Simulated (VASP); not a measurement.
# TaN (zincblende type) (F-43m) in VASP: notebook

Runs on TaN (zincblende type). Level: PBE. Tasks: single point.

Everything below comes from runs of VASP 6.6.1. Logs are shortened: lines on timing, memory, paths and dates and some standing lists are left out, and cuts for length are marked.

### Step 1. The cell of the first run

The structure is cubic, space group F-43m (No. 216). The conventional cell has a = 4.182 Å, b = 4.182 Å, c = 4.182 Å, α = 90.00°, β = 90.00°, γ = 90.00°. Ta (site symmetry -43m) has 4 N at 1.81 Å within 2.4 Å. Within 2.4 Å of N (site symmetry -43m) lie 4 Ta at 1.81 Å.

### Step 2. Single point, PBE

The input, INCAR:

```
SYSTEM = TaN
PREC = Accurate ; ENCUT = 520
EDIFF = 1E-6 ; ISMEAR = -1
SIGMA = 0.08 ; LREAL = .False.
LASPH = .True. ; NELM = 80
ALGO = Normal ; ISIF = 2
LWAVE = .False. ; LCHARG = .True.
GGA = PE ; LELF = .True.
LVHAR = .True. ; NBANDS = 15
```

The input, KPOINTS:

```
Automatic mesh
0
Gamma
  16 16 16
  0 0 0
```

The input, POSCAR:

```
TaN
1.0
    0.0000000000      2.0909599327      2.0909599327
    2.0909599327      0.0000000000      2.0909599327
    2.0909599327      2.0909599327      0.0000000000
Ta N
1 1
Direct
    0.0000000000      0.0000000000      0.0000000000
    0.2500000000      0.2500000000      0.2500000000
```

Potentials or basis: VASP PAW PBE potentials, release 64 (Ta_pv, N).

Command:

```bash
cat potpaw_PBE.64/Ta_pv/POTCAR potpaw_PBE.64/N/POTCAR > POTCAR
mpirun -np 1 vasp_std > vasp.out
```

OUTCAR:

```text
SYSTEM = TaN
   PREC = Accurate
   ENCUT = 520
   EDIFF = 1E-6
   ISMEAR = -1
   LREAL = .False.
   LASPH = .True.
   NELM = 80
   ISIF = 2
   GGA = PE

 ion  position               nearest neighbor table
   1  0.000  0.000  0.000-   2 1.81   2 1.81   2 1.81   2 1.81
   2  0.250  0.250  0.250-   1 1.81   1 1.81   1 1.81   1 1.81

  LATTYP: Found a face centered cubic cell.
 ALAT       =     4.1819198654

  Lattice vectors:

 A1 = (   0.0000000000,   2.0909599327,   2.0909599327)
 A2 = (   2.0909599327,   0.0000000000,   2.0909599327)
 A3 = (   2.0909599327,   2.0909599327,   0.0000000000)

Analysis of symmetry for initial positions (statically):
=====================================================================
 Subroutine PRICEL returns:
 Original cell was already a primitive cell.

 Routine SETGRP: Setting up the symmetry group for a
 face centered cubic supercell.

 Subroutine GETGRP returns: Found 24 space group operations
 (whereof 24 operations were pure point group operations)
 out of a pool of 48 trial point group operations.

The static configuration has the point symmetry T_d .

Analysis of symmetry for dynamics (positions and initial velocities):
=====================================================================
 Subroutine PRICEL returns:
 Original cell was already a primitive cell.

 Routine SETGRP: Setting up the symmetry group for a
 face centered cubic supercell.

 Subroutine GETGRP returns: Found 24 space group operations
 (whereof 24 operations were pure point group operations)
 out of a pool of 48 trial point group operations.

The dynamic configuration has the point symmetry T_d .

 Subroutine INISYM returns: Found 24 space group operations
 (whereof 24 operations are pure point group operations),
 and found     1 'primitive' translations

----------------------------------------------------------------------------------------

                                     Primitive cell

  volume of cell :      18.2838

  direct lattice vectors                    reciprocal lattice vectors
     0.000000000  2.090959933  2.090959933    -0.239124620  0.239124620  0.239124620
     2.090959933  0.000000000  2.090959933     0.239124620 -0.239124620  0.239124620
     2.090959933  2.090959933  0.000000000     0.239124620  0.239124620 -0.239124620

  length of vectors
     2.957063895  2.957063895  2.957063895     0.414175992  0.414175992  0.414175992

  position of ions in fractional coordinates (direct lattice)
     0.000000000  0.000000000  0.000000000
     0.250000000  0.250000000  0.250000000

  ion indices of the primitive-cell ions
   primitive index   ion index
                 1           1
                 2           2

----------------------------------------------------------------------------------------

 KPOINTS: Automatic mesh

Automatic generation of k-mesh.
 Grid dimensions read from file:
 generate k-points for:   16   16   16

 Generating k-lattice:

  Cartesian coordinates                     Fractional coordinates (reciprocal lattice)
    -0.014945289  0.014945289  0.014945289     0.062500000  0.000000000  0.000000000
     0.014945289 -0.014945289  0.014945289     0.000000000  0.062500000  0.000000000
     0.014945289  0.014945289 -0.014945289     0.000000000  0.000000000  0.062500000

  Length of vectors
     0.025885999  0.025885999  0.025885999

  Shift w.r.t. Gamma in fractional coordinates (k-lattice)
     0.000000000  0.000000000  0.000000000

 Subroutine IBZKPT returns following result:
 ===========================================

 Found    145 irreducible k-points:

 Following reciprocal coordinates:
            Coordinates               Weight
  0.000000  0.000000  0.000000      1.000000
  0.062500  0.000000  0.000000      8.000000
  0.125000  0.000000  0.000000      8.000000
  0.187500  0.000000  0.000000      8.000000
  0.250000  0.000000  0.000000      8.000000
  0.312500  0.000000  0.000000      8.000000
[... 16 lines left out ...]
 -0.125000  0.062500  0.000000     24.000000
 -0.062500  0.062500  0.000000     12.000000
 [... further k-points ...]
   k-points           NKPTS =    145   k-points in BZ     NKDIM =    145   number of bands    NBANDS=     15
   number of dos      NEDOS =    301   number of ions     NIONS =      2
   total plane-waves  NPLWV =  13824
   dimension x,y,z NGX =    24 NGY =   24 NGZ =   24
   dimension x,y,z NGXF=    48 NGYF=   48 NGZF=   48
   ions per type =               1   1
   NGX,Y,Z   is equivalent  to a cutoff of  13.49, 13.49, 13.49 a.u.
   NGXF,Y,Z  is equivalent  to a cutoff of  26.99, 26.99, 26.99 a.u.
 SYSTEM =  TaN
   PREC   = accura    normal or accurate (medium, high low for compatibility)
   ISTART =      0    job   : 0-new  1-cont  2-samecut
   ICHARG =      2    charge: 1-file 2-atom 10-const
   ISPIN  =      1    spin polarized calculation?
   LNONCOLLINEAR =      F non collinear calculations
   LSORBIT =      F    spin-orbit coupling
   LASPH  =      T    aspherical Exc in radial PAW
   ENCUT  =  520.0 eV  38.22 Ry    6.18 a.u.   5.50  5.50  5.50*2*pi/ulx,y,z
   NELM   =     80;   NELMIN=  2; NELMDL= -5     # of ELM steps
   EDIFF  = 0.1E-05   stopping-criterion for ELM
   LREAL  =      F    real-space projection
   EDIFFG = 0.1E-04   stopping-criterion for IOM
   NSW    =      0    number of steps for IOM
   IBRION =     -1    ionic relax: 0-MD 1-quasi-New 2-CG
   NFREE  =      0    steps in history (QN), initial steepest desc. (CG)
   ISIF   =      2    stress and relaxation
   ISYM   =      2    0-nonsym 1-usesym 2-fastsym
   POTIM  = 0.5000    time-step for ionic-motion
   TEBEG  =    0.0;   TEEND  =   0.0 temperature during run
   PSTRESS=    0.0 pullay stress
   NELECT =      16.0000    total number of electrons
   NUPDOWN=      -1.0000    fix difference up-down
   EMIN   =  10.00;   EMAX   =-10.00  energy-range for DOS
   EFERMI =   0.00;   METHOD = LEGACY
   ISMEAR =    -1;   SIGMA  =   0.08  broadening in eV -4-tet -1-fermi 0-gaus
   EFERMI_NEDOS =   21; number of points for ismear=-14 and -15
   IALGO  =     38    algorithm
   IMIX   =      4    mixing-type and parameters
     AMIX     =   0.40;   BMIX     =  1.00
     AMIX_MAG =   1.60;   BMIX_MAG =  1.00
  volume/ion in A,a.u.               =       9.14        61.69
  Fermi-wavevector in a.u.,A,eV,Ry     =   1.565882  2.959088 33.361314  2.451987
  Thomas-Fermi vector in A             =   2.668293
   LORBIT       =      0    0 simple, 1 ext, 2 COOP (PROOUT), +10 PAW based schemes
   GGA     = PE    functional components
   LHFCALC =     F    Hartree Fock is set to
   AEXX    =    0.0000 exact exchange contribution
   IVDW    =     0    specifies the selected vdW correction
   LEPSILON=     F    determine dielectric tensor
   LRPA    =     F    only Hartree local field effects (RPA)
 non-spin polarized calculation
  energy-cutoff  :      520.00
  volume of cell :       18.28
 maximum number of plane-waves:       531
 NGX is ok and might be reduce to    24
   NGX = 11   NGY = 11   NGZ = 11

 number of electron      16.0000003 magnetization

 Free energy of the ion-electron system (eV)
  ---------------------------------------------------
  ext. energy  EPLUGINS =         0.00000000
  ---------------------------------------------------
  free energy    TOTEN  =       -17.33635613 eV

  energy without entropy =      -17.32132643  energy(sigma->0) =      -17.32884128

 E-fermi :  11.0909     XC(G=0): -14.0225

 val. band max:       11.0771248231   @ k =  -0.2500   0.3125   0.1250
 cond. band min:      11.0952129213   @ k =  -0.3125   0.2500   0.0625
 fundamental gap:      0.0180880982
 Fermi energy:        11.0908786597

 k-point     1 :       0.0000    0.0000    0.0000
  band No.  band energies     occupation
      1     -23.9100      2.00000
      2     -23.9100      2.00000
      3     -23.9100      2.00000
      4      -9.1592      2.00000
      5       1.1995      2.00000
      6       1.1995      2.00000
      7       1.1995      2.00000
      8      10.4744      1.99910
      9      11.7650      0.00044
     10      11.7650      0.00044
     11      18.9359      0.00000
     12      18.9359      0.00000
     13      18.9359      0.00000
     14      24.6853      0.00000
     15      27.7408      0.00000

 k-point     2 :       0.0625    0.0000    0.0000
  band No.  band energies     occupation
      1     -23.9926      2.00000
      2     -23.9197      2.00000
      3     -23.9197      2.00000
      4      -9.0361      2.00000
      5       1.1413      2.00000
      6       1.2586      2.00000
      7       1.2586      2.00000
      8      10.7226      1.98015
      9      11.6411      0.00206
     10      11.6411      0.00206
     11      18.7710      0.00000
     12      19.1846      0.00000
     13      19.1846      0.00000
     14      24.6847      0.00000
     15      27.2500      0.00000

 k-point     3 :       0.1250    0.0000    0.0000
  band No.  band energies     occupation
      1     -24.2209      2.00000
      2     -23.9471      2.00000
      3     -23.9471      2.00000
      4      -8.7019      2.00000
      5       1.0294      2.00000
      6       1.4221      2.00000
      7       1.4221      2.00000
      8      11.3686      0.06026
      9      11.3686      0.06026
     10      11.3717      0.05805
     11      18.4062      0.00000
     12      19.7758      0.00000
     13      19.7758      0.00000
     14      24.6792      0.00000
     15      25.7885      0.00000
[... 343 lines left out ...]
 k-point    23 :      -0.1250    0.0625    0.0000
  band No.  band energies     occupation
      1     -24.3557      2.00000
      2     -24.0151      2.00000
      3     -23.9468      2.00000
      4      -8.4666      2.00000
      5       0.9183      2.00000
      6       1.4832      2.00000
      7       1.6643      2.00000
      8      10.8332      1.92327
      9      11.5276      0.00848
     10      11.8769      0.00011
     11      18.4565      0.00000
     12      19.6001      0.00000
     13      20.4142      0.00000
     14      24.6626      0.00000
     15      25.1005      0.00000

 k-point    24 :      -0.0625    0.0625    0.0000
  band No.  band energies     occupation
      1     -24.1088      2.00000
      2     -23.9617      2.00000
      3     -23.9237      2.00000
      4      -8.8420      2.00000
      5       1.0271      2.00000
      6       1.3184      2.00000
      7       1.4276      2.00000
      8      11.0960      0.96793
      9      11.2424      0.26155
     10      11.7050      0.00093
     11      18.7477      0.00000
     12      19.1568      0.00000
     13      19.7314      0.00000
     14      24.6829      0.00000
     15      26.5798      0.00000

 [... further k-points ...]

------------------------ aborting loop because EDIFF is reached ----------------------------------------

  FORCE on cell =-STRESS in cart. coord.  units (eV):
  Direction    XX          YY          ZZ          XY          YZ          ZX
  --------------------------------------------------------------------------------------
  -------------------------------------------------------------------------------------
  Total       24.4611541     24.4611541     24.4611541     -0.0000000      0.0000000     -0.0000000
  in kB     2143.4847451   2143.4847451   2143.4847451     -0.0000000      0.0000000     -0.0000000
  external PRESSURE =    2143.4847451 kB  Pullay stress =       0.0000000 kB

 VOLUME and BASIS-vectors are now :
 -----------------------------------------------------------------------------
  energy-cutoff  :      520.00
  volume of cell :       18.28
      direct lattice vectors                 reciprocal lattice vectors
     0.000000000  2.090959933  2.090959933    -0.239124620  0.239124620  0.239124620
     2.090959933  0.000000000  2.090959933     0.239124620 -0.239124620  0.239124620
     2.090959933  2.090959933  0.000000000     0.239124620  0.239124620 -0.239124620

 POSITION                                       TOTAL-FORCE (eV/Angst)
 -----------------------------------------------------------------------------------
      0.00000      0.00000      0.00000        -0.000000     -0.000000     -0.000000
      1.04548      1.04548      1.04548         0.000000      0.000000      0.000000
 -----------------------------------------------------------------------------------
    total drift:                                0.000000      0.000000      0.000000

  FREE ENERGIE OF THE ION-ELECTRON SYSTEM (eV)
  ---------------------------------------------------
  free  energy   TOTEN  =       -17.3363561253 eV

  energy  without entropy=      -17.3213264324  energy(sigma->0) =      -17.32884128
```

Wall time 64 s (1 thread of Intel Xeon 8259CL, shared host); peak memory 0.17 GiB.

Results:

```yaml
Free_energy: -17.3364 eV
Pressure: 214.3 GPa
Band_gap_on_the_k_mesh: zero (bands 8 and 9 overlap by 1.24 eV)
```

Caveat: the cell stands under pressure; spin-orbit coupling is left out, which moves the levels of the heavy elements.

### Step 3. Single point, PBE

This run uses another cell than the first one, of 9.11 Å³/atom.

The input, INCAR:

```
SYSTEM = TaN
ALGO = Normal ; EDIFF = 1E-6
ENCUT = 520 ; GGA = PE
ISIF = 2 ; ISMEAR = -1
LASPH = .True. ; LCHARG = .False.
LREAL = .False. ; LWAVE = .False.
NBANDS = 15 ; NELM = 60
PREC = Accurate ; SIGMA = 0.08
```

The input, KPOINTS:

```
k-points
0
Gamma
  16 16 16
  0 0 0
```

The input, POSCAR:

```
TaN
1.0
    0.0000000000      2.0882321802      2.0882321802
    2.0882321802      0.0000000000      2.0882321802
    2.0882321802      2.0882321802      0.0000000000
Ta N
1 1
Direct
    0.0000000000      0.0000000000      0.0000000000
    0.2500000000      0.2500000000      0.2500000000
```

Potentials or basis: VASP PAW PBE potentials, release 64 (Ta_pv, N).

Command:

```bash
cat potpaw_PBE.64/Ta_pv/POTCAR potpaw_PBE.64/N/POTCAR > POTCAR
mpirun -np 1 vasp_std > vasp.out
```

It took 58 s on 1 thread of Intel Xeon 8259CL, shared host; peak memory 0.17 GiB.

Results (log left out):

```
Free energy            : -17.2398 eV
Pressure               : 218.2 GPa
Band gap on the k mesh : zero (bands 8 and 9 overlap by 1.25 eV)
```

Levels at points of the mesh, in eV from the Fermi level:
| k point | band 5 | band 6 | band 7 | band 8 | band 9 | band 10 | band 11 | band 12 |
| --- | --- | --- | --- | --- | --- | --- | --- | --- |
| (0.00, 0.00, 0.00) | -9.93 | -9.93 | -9.93 | -0.61 | 0.68 | 0.68 | 7.87 | 7.87 |
| (0.50, 0.00, 0.00) | -8.82 | -8.82 | -7.90 | 0.71 | 1.89 | 1.89 | 4.75 | 6.16 |
| (0.50, 0.50, 0.00) | -11.76 | -5.60 | -5.60 | -2.91 | 1.95 | 3.85 | 5.01 | 5.01 |

Caveat: the cell stands under pressure; spin-orbit coupling is left out, which moves the levels of the heavy elements.
